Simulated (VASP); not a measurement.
# AlN (P6_3mc) in VASP: vibrations by perturbation theory with PBE

Aim: the vibrations by perturbation theory of AlN with PBE.

All numbers are computed with VASP 6.6.1; they aren't measurements. Logs are shortened: lines on timing, memory, paths and dates and some standing lists are left out, and cuts for length are marked.

### Step 1. The cell of the first run

The structure is hexagonal, space group P6_3mc (No. 186). The conventional cell has a = 3.130 Å, b = 3.130 Å, c = 5.018 Å, α = 90.00°, β = 90.00°, γ = 120.00°. Al (site symmetry 3m) has 4 N at 1.90 to 1.91 Å within 2.5 Å. Within 2.5 Å of N (site symmetry 3m) lie 4 Al at 1.90 to 1.91 Å.

### Step 2. Vibrations by perturbation theory, PBE

Input file INCAR:

```
ALGO = Normal
EDIFF = 1E-8
ENCUT = 520
GGA = PE
IBRION = 8
ISIF = 2
ISMEAR = 0
LASPH = T
LCHARG = F
LEPSILON = T
LREAL = F
LWAVE = F
NBANDS = 16
NELM = 80
NSW = 1
PREC = Accurate
SIGMA = 0.01
```

Input file KPOINTS:

```
k-points
0
Gamma
  12 12 6
```

Input file POSCAR:

```
AlN
1.0
    3.1302469247      0.0000000000      0.0000000000
   -1.5651234623      2.7108733569      0.0000000000
    0.0000000000      0.0000000000      5.0179926667
Al N
2 2
Direct
    0.3333333333      0.6666666667     -0.0007707950
    0.6666666667      0.3333333333      0.4992292050
    0.3333333333      0.6666666667      0.3807707950
    0.6666666667      0.3333333333      0.8807707950
```

Potentials or basis: VASP PAW PBE potentials, release 64 (Al, N).

On the command line:

```bash
cat potpaw_PBE.64/Al/POTCAR potpaw_PBE.64/N/POTCAR > POTCAR
mpirun -np 1 vasp_std > vasp.out
```

OUTCAR:

```text
EDIFF = 1E-8
   ENCUT = 520
   GGA = PE
   IBRION = 8
   ISIF = 2
   ISMEAR = 0
   LASPH = T
   LEPSILON = T
   LREAL = F
   NELM = 80
   NSW = 1
   PREC = Accurate

 ion  position               nearest neighbor table
   1  0.333  0.667  0.999-   4 1.90   4 1.90   4 1.90   3 1.91   2 3.09   2 3.09   2 3.09   2 3.09
                             2 3.09   2 3.09
   2  0.667  0.333  0.499-   3 1.90   3 1.90   3 1.90   4 1.91   1 3.09   1 3.09   1 3.09   1 3.09
                             1 3.09   1 3.09
   3  0.333  0.667  0.381-   2 1.90   2 1.90   2 1.90   1 1.91
   4  0.667  0.333  0.881-   1 1.90   1 1.90   1 1.90   2 1.91

  LATTYP: Found a hexagonal cell.
 ALAT       =     3.1302469247
 C/A-ratio  =     1.6030660799

  Lattice vectors:

 A1 = (   3.1302469247,   0.0000000000,   0.0000000000)
 A2 = (  -1.5651234623,   2.7108733569,   0.0000000000)
 A3 = (   0.0000000000,   0.0000000000,   5.0179926667)

Analysis of symmetry for initial positions (statically):
=====================================================================
 Subroutine PRICEL returns:
 Original cell was already a primitive cell.

 Routine SETGRP: Setting up the symmetry group for a
 hexagonal supercell.

 Subroutine GETGRP returns: Found 12 space group operations
 (whereof  6 operations were pure point group operations)
 out of a pool of 24 trial point group operations.

The static configuration has the point symmetry C_3v.
 The point group associated with its full space group is C_6v.

Analysis of symmetry for dynamics (positions and initial velocities):
=====================================================================
 Subroutine PRICEL returns:
 Original cell was already a primitive cell.

 Routine SETGRP: Setting up the symmetry group for a
 hexagonal supercell.

 Subroutine GETGRP returns: Found 12 space group operations
 (whereof  6 operations were pure point group operations)
 out of a pool of 24 trial point group operations.

The dynamic configuration has the point symmetry C_3v.
 The point group associated with its full space group is C_6v.

 Subroutine INISYM returns: Found 12 space group operations
 (whereof  6 operations are pure point group operations),
 and found     1 'primitive' translations

----------------------------------------------------------------------------------------

                                     Primitive cell

  volume of cell :      42.5812

  direct lattice vectors                    reciprocal lattice vectors
     3.130246925  0.000000000  0.000000000     0.319463616  0.184442404  0.000000000
    -1.565123462  2.710873357  0.000000000     0.000000000  0.368884809  0.000000000
     0.000000000  0.000000000  5.017992667     0.000000000  0.000000000  0.199282874

  length of vectors
     3.130246925  3.130246925  5.017992667     0.368884809  0.368884809  0.199282874

  position of ions in fractional coordinates (direct lattice)
     0.333333333  0.666666667  0.999229205
     0.666666667  0.333333333  0.499229205
     0.333333333  0.666666667  0.380770795
     0.666666667  0.333333333  0.880770795

  ion indices of the primitive-cell ions
   primitive index   ion index
                 1           1
                 2           2
[... 649 lines left out ...]

[... ionic steps 4 to 9 ...]

--------------------------------------- Ionic step       10  -------------------------------------------

------------------------ aborting loop because EDIFF is reached ----------------------------------------

[... ionic steps 11 to 11 ...]

--------------------------------------- Ionic step       12  -------------------------------------------

 Free energy of the ion-electron system (eV)
  ---------------------------------------------------
  ---------------------------------------------------
  free energy    TOTEN  =        -0.25351959 eV

  energy without entropy =       -0.25351959

------------------------ aborting loop because EDIFF is reached ----------------------------------------

 INTERNAL STRAIN TENSOR  FOR ION    3  DIRECTION 3   (eV/Angst):
 -----------------------------------------------------------------------------
     5.02817  0.00000 -0.00000
     0.00000  5.02817  0.00000
    -0.00000  0.00000-11.13098

 MACROSCOPIC STATIC DIELECTRIC TENSOR (including local field effects in DFT)
 ------------------------------------------------------
           4.471092     0.000000     0.000000
           0.000000     4.471092     0.000000
           0.000000     0.000000     4.693687
 ------------------------------------------------------

 PIEZOELECTRIC TENSOR (including local field effects)  for field in x, y, z        (e  Angst)
          XX          YY          ZZ          XY          YZ          ZX
  --------------------------------------------------------------------------------
  x    -0.00000     0.00000     0.00000     0.00000     0.00000     0.90447
  y    -0.00000     0.00000    -0.00000     0.00000     0.90447     0.00000
  z     0.71724     0.71724    -1.12156     0.00000    -0.00000     0.00000

 PIEZOELECTRIC TENSOR (including local field effects)  for field in x, y, z        (C/m^2)
          XX          YY          ZZ          XY          YZ          ZX
  --------------------------------------------------------------------------------
  x    -0.00000     0.00000     0.00000     0.00000     0.00000     0.34032
  y    -0.00000     0.00000    -0.00000     0.00000     0.34032     0.00000
  z     0.26987     0.26987    -0.42200     0.00000    -0.00000     0.00000

 BORN EFFECTIVE CHARGES (including local field effects) (in |e|, cummulative output)
 ---------------------------------------------------------------------------------
 ion    1
    1     2.51607     0.00000     0.00000
    2     0.00000     2.51607     0.00000
    3     0.00000     0.00000     2.67610
 ion    2
    1     2.51607     0.00000    -0.00000
    2     0.00000     2.51607    -0.00000
    3     0.00000    -0.00000     2.67610
 ion    3
    1    -2.51607    -0.00000     0.00000
    2    -0.00000    -2.51607     0.00000
    3     0.00000    -0.00000    -2.67610
 ion    4
    1    -2.51607    -0.00000    -0.00000
    2    -0.00000    -2.51607     0.00000
    3    -0.00000     0.00000    -2.67610

 INTERNAL STRAIN TENSOR FOR ION    4 for displacements in x,y,z  (eV/Angst):
          X           Y           Z          XY          YZ          ZX
  --------------------------------------------------------------------------------
  x     0.00000    -0.00000     0.00000     9.76315     0.00000     4.80874
  y     9.76315    -9.76315     0.00000    -0.00000     4.86465     0.00000
  z     5.02817     5.02817   -11.13098     0.00000     0.00000     0.00000

 SECOND DERIVATIVES (NOT SYMMETRIZED)
 ------------------------------------
               1X          1Y          1Z          2X          2Y          2Z          3X          3Y          3Z          4X          4Y          4Z
  1X   -14.912931   -0.000000    0.000000    0.642822    0.000000    0.000000    1.490224    0.000000   -0.000000   12.779885    0.000000   -0.000000
  1Y    -0.000000  -14.912931    0.000000    0.000000    0.642822    0.000000    0.000000    1.490224    0.000000    0.000000   12.779885    0.000000
  1Z     0.000000    0.000000  -20.210899    0.000000    0.000000    8.229876   -0.000000    0.000000    5.908501    0.000000   -0.000000    6.072522
  2X     0.642822    0.000000    0.000000  -14.912931   -0.000000    0.000000   12.779885    0.000000    0.000000    1.490224    0.000000    0.000000
  2Y     0.000000    0.642822    0.000000   -0.000000  -14.912931   -0.000000    0.000000   12.779885   -0.000000    0.000000    1.490224    0.000000
  2Z    -0.000000   -0.000000    8.229876   -0.000000    0.000000  -20.210899   -0.000000    0.000000    6.072522   -0.000000    0.000000    5.908501
  3X     1.490319    0.000000    0.000000   12.780556    0.000000    0.000000  -14.970932   -0.000000    0.000000    0.700057    0.000000    0.000000
  3Y     0.000000    1.490319    0.000000    0.000000   12.780556    0.000000   -0.000000  -14.970932    0.000000    0.000000    0.700057    0.000000
  3Z     0.000000    0.000000    5.880771    0.000000    0.000000    6.093852    0.000000   -0.000000  -18.849098    0.000000    0.000000    6.874475
  4X    12.780556    0.000000    0.000000    1.490319    0.000000    0.000000    0.700057    0.000000    0.000000  -14.970932   -0.000000   -0.000000
  4Y     0.000000   12.780556    0.000000    0.000000    1.490319    0.000000    0.000000    0.700057    0.000000   -0.000000  -14.970932   -0.000000
  4Z     0.000000    0.000000    6.093852   -0.000000    0.000000    5.880771    0.000000    0.000000    6.874475   -0.000000    0.000000  -18.849098

 Eigenvectors and eigenvalues of the dynamical matrix
 ----------------------------------------------------

   1 f  =   21.190980 THz   133.146854 2PiTHz  706.855007 cm-1    87.638812 meV
             X         Y         Z           dx          dy          dz
     -0.000000  1.807249  5.014125    -0.000000   -0.000000   -0.008757
      1.565123  0.903624  2.505128    -0.000000   -0.000000    0.008757
     -0.000000  1.807249  1.910705     0.000000    0.000000   -0.707053
      1.565123  0.903624  4.419701     0.000000    0.000000    0.707053
[... 71 lines left out ...]
  12 f/i=    0.002258 THz     0.014186 2PiTHz    0.075310 cm-1     0.009337 meV
             X         Y         Z           dx          dy          dz
     -0.000000  1.807249  5.014125    -0.000000    0.000000    0.573691
      1.565123  0.903624  2.505128    -0.000000    0.000000    0.573691
     -0.000000  1.807249  1.910705    -0.000000    0.000000    0.413375
      1.565123  0.903624  4.419701    -0.000000    0.000000    0.413375

--------------------------------------------------------------------------------------------------------

 MACROSCOPIC STATIC DIELECTRIC TENSOR IONIC CONTRIBUTION
 ------------------------------------------------------
           3.770390     0.000000    -0.000000
           0.000000     3.770390    -0.000000
          -0.000000    -0.000000     5.081643
 ------------------------------------------------------

 ELASTIC MODULI CONTR FROM IONIC RELAXATION (kBar)
 Direction    XX          YY          ZZ          XY          YZ          ZX
 --------------------------------------------------------------------------------
 XX        -621.5701    303.1497    352.4401     -0.0000      0.0000      0.0000
 YY         303.1497   -621.5701    352.4401     -0.0000      0.0000      0.0000
 ZZ         352.4401    352.4401   -780.1891      0.0000     -0.0000     -0.0000
 XY          -0.0000     -0.0000      0.0000   -462.3599     -0.0000      0.0000
 YZ          -0.0000      0.0000     -0.0000      0.0000   -112.7301     -0.0000
 ZX          -0.0000      0.0000     -0.0000      0.0000     -0.0000   -119.6695
 --------------------------------------------------------------------------------

 PIEZOELECTRIC TENSOR IONIC CONTR  for field in x, y, z        (C/m^2)
          XX          YY          ZZ          XY          YZ          ZX
  --------------------------------------------------------------------------------
  x    -0.00000     0.00000    -0.00000    -0.00000    -0.00000    -0.63206
  y    -0.00000     0.00000    -0.00000     0.00000    -0.61346    -0.00000
  z    -0.84637    -0.84637     1.87359    -0.00000     0.00000     0.00000
```

Wall time 12 min (1 thread of AMD EPYC 9R45 (Zen 5), shared host); peak memory 0.65 GiB.

What came out:

| Quantity | Value |
| --- | --- |
| Electronic dielectric tensor (diagonal) | 4.47, 4.47, 4.69 |
| Born charges (mean of the diagonal) | Al +2.57; N -2.57 e |
| Highest phonon frequency at Γ, LO-TO splitting left out | 707 cm⁻¹ |

Phonon frequencies in cm⁻¹ (negative: imaginary):
```csv
q point,frequencies
"(0.000, 0.000, 0.000)",0 0 0 237 237 535 594 636 636 649 649 707
```

Electronic dielectric tensor:
```
4.47 0.00 0.00
0.00 4.47 0.00
0.00 0.00 4.69
```

Born effective charge tensors (e):
atom 1, Al
```
2.52 0.00 0.00
0.00 2.52 0.00
0.00 0.00 2.68
```
atom 2, Al
```
2.52 0.00 0.00
0.00 2.52 0.00
0.00 0.00 2.68
```
atom 3, N
```
-2.52  0.00  0.00
 0.00 -2.52  0.00
 0.00  0.00 -2.68
```
atom 4, N
```
-2.52  0.00  0.00
 0.00 -2.52  0.00
 0.00  0.00 -2.68
```
